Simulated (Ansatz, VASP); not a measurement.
Two plane-wave programs on SiC

```
CELL_PARAMETERS angstrom
0.00000 -2.16441 -2.31592
0.00000 2.16441 -2.31592
4.32882 0.00000 0.00000
ATOMIC_POSITIONS crystal
Si 0.50832 0.50832 0.50000
Si 0.99168 0.99168 0.00000
C 0.00563 0.49437 0.25000
C 0.49437 0.00563 0.75000
```

Change from the starting cell: mode 4 frozen in at -0.036 Å, normal strain along y +0.0700.

Alike in both runs: task single point; functional LDA; k mesh 10 × 10 × 6; occupations gaussian, width 0.05 eV; no spin polarisation.

|  | VASP | Ansatz |
| --- | --- | --- |
| version | VASP 6.6.1 | Ansatz 0.2.0 |
| potentials or method | VASP PAW LDA potentials, release 64 (Si, C), cutoff 600 eV | scalar-relativistic, plane waves, PAW |
| valence electrons in the cell | 16 | 16 |

|  | VASP | Ansatz | Ansatz less VASP |
| --- | --- | --- | --- |
| gap on the k mesh at the Fermi level (eV) | 0.98 | 0.99 | +0.013 |
| least direct gap on the mesh (eV) | 0.99 | 1.00 | +0.012 |
| pressure (GPa) | -13.6 | -13.9 | -0.22 |
| traceless stress, the component that is largest in VASP (GPa) | -13.17 | -13.17 | -0.002 |
| rms of the force components (eV/Å) | 0.209 | 0.210 | +0.0001 |

Ansatz warns that its potentials were made for another functional, while VASP's fit it. LDA's correlation is that of Perdew and Zunger in VASP and of Perdew and Wang (1992) in Ansatz. Atom by atom the forces differ by 0.001 eV/Å (rms over components).
